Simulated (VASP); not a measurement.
The system is GaP.

```
CELL_PARAMETERS angstrom
0.00000 2.72525 2.72525
2.72525 0.00000 2.72525
2.72525 2.72525 0.00000
ATOMIC_POSITIONS crystal
Ga 0.00000 0.00000 0.00000
P 0.75000 0.75000 0.75000
```

| Quantity | Value |
| --- | --- |
| Program | VASP 6.6.1 |
| Task | relaxation of cell and atoms |
| Functional | revPBE |
| Potentials or basis | VASP PAW PBE potentials, release 64 (Ga_d, P) |
| Cutoff | 600 eV |
| k mesh | 8 × 8 × 8 |
| Occupations | fermi-dirac, width 0.05 eV |
| Spin | no spin polarisation |

At the start: pressure 3.9 GPa; volume 20.24 Å³/atom.

Where does the relaxation end?

Over 3 steps the energy falls by 11.8 meV/atom and the volume is 21.26 Å³/atom (+5.0 %); space group F-43m (No. 216, to 0.05 Å).

The path:
```
step  energy change (eV)  largest force (eV/Å)  pressure (GPa)  volume (Å³)
   1              0.0000                0.0000            3.88        40.48
   2             -0.0194                0.0000           -1.40        43.42
   3             -0.0237                0.0000           -0.02        42.51
```

Final structure:
```cif
data_structure
_symmetry_space_group_name_H-M 'P 1'
_symmetry_Int_Tables_number 1
_cell_length_a 3.9175
_cell_length_b 3.9175
_cell_length_c 3.9175
_cell_angle_alpha 60.000
_cell_angle_beta 60.000
_cell_angle_gamma 60.000
_cell_volume 42.51
loop_
_atom_site_label
_atom_site_type_symbol
_atom_site_fract_x
_atom_site_fract_y
_atom_site_fract_z
_atom_site_occupancy
Ga1 Ga 0.00000 0.00000 0.00000 1
P1 P 0.75000 0.75000 0.75000 1
```

Caveat: the PAW data sets were made with another functional, which shifts forces and pressure a little.
